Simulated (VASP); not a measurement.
Input of a VASP 6.6.1 run:

The input INCAR:

```
  PREC = Accurate
  ENCUT = 520
  EDIFF = 1E-6
  ISMEAR = 1
  SIGMA = 0.1
  LREAL = False
  LASPH = True
  NELM = 80
  ALGO = Normal
  ISIF = 2
  LWAVE = False
  LCHARG = False
  GGA = PE
  NBANDS = 20
```

KPOINTS

```
regular mesh
0
Gamma
  11 11 11
```

POSCAR

```
MoS2
1.0
    1.5513964098      0.8956987172      6.0386632405
   -1.5513964098      0.8956987172      6.0386632405
    0.0000000000     -1.7913984162      6.0386632405
Mo S
1 2
Direct
    0.0000000000      0.0000000000      0.0000000000
    0.2500000000      0.2500000000      0.2500000000
    0.4170000000      0.4170000000      0.4170000000
```

Potentials or basis: VASP PAW PBE potentials, release 64 (Mo_sv, S).

Run with:

```bash
$ cat potpaw_PBE.64/Mo_sv/POTCAR potpaw_PBE.64/S/POTCAR > POTCAR
$ mpirun -np 1 vasp_std > vasp.out
```

Q: Predict the largest force.

A: 1.521 eV/Å.

Q: What does it give for the band gap on the k mesh?

A: 0.90 eV (least direct gap 2.04 eV).

Q: Estimate the pressure.

A: 15.3 GPa.

Stress tensor (GPa, compression positive):
```
14.14  0.00  0.00
 0.00 14.14  0.00
 0.00  0.00 17.53
```

Caveat: the cell stands under pressure; forces of over 1 eV/Å act on the atoms, so gaps and moduli don't describe the material at rest. As with any semilocal functional, this PBE gap is likely too small.
